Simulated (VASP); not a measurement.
A run of VASP 6.6.1:

The input POSCAR:

```
SnTe
1.0
    0.0000000000      3.1893545849      3.1893545849
    3.1893545849      0.0000000000      3.1893545849
    3.1893545849      3.1893545849      0.0000000000
Sn Te
1 1
Direct
    0.0000000000      0.0000000000      0.0000000000
    0.5000000000      0.5000000000      0.5000000000
```

File INCAR.step1:

```
SYSTEM = SnTe
ALGO = Normal ; EDIFF = 1E-4
ENCUT = 520 ; GGA = PE
ISMEAR = -1 ; LASPH = .True.
LCHARG = .False. ; LREAL = .False.
LWAVE = .True. ; NBANDS = 17
NELM = 60 ; PREC = Accurate
SIGMA = 0.02
```

INCAR.step2

```
SYSTEM = SnTe
ALGO = Normal ; EDIFF = 1E-6
ENCUT = 520 ; ISIF = 2
ISMEAR = -1 ; ISTART = 1
LASPH = .True. ; LCHARG = .False.
LMIXTAU = .True. ; LREAL = .False.
LWAVE = .False. ; METAGGA = R2SCAN
NBANDS = 17 ; NELM = 60
PREC = Accurate ; SIGMA = 0.02
```

The input KPOINTS:

```
k-points
0
Gamma
  6 6 6
  0 0 0
```

Potentials or basis: VASP PAW PBE potentials, release 64 (Sn_d, Te).

Command:

```console
$ cat potpaw_PBE.64/Sn_d/POTCAR potpaw_PBE.64/Te/POTCAR > POTCAR
$ cp INCAR.step1 INCAR
$ mpirun -np 1 vasp_std > vasp.out
$ cp INCAR.step2 INCAR
$ mpirun -np 1 vasp_std > vasp.out
```

Hardware: 1 thread of Intel(R) Xeon(R) 6975P-C (Granite Rapids) (shared host).

Task: How long does it take, and how much memory?

Result: It took 30 s on 1 thread of Intel(R) Xeon(R) 6975P-C (Granite Rapids) (shared host), peak memory 0.21 GiB. Counts: k points 16.
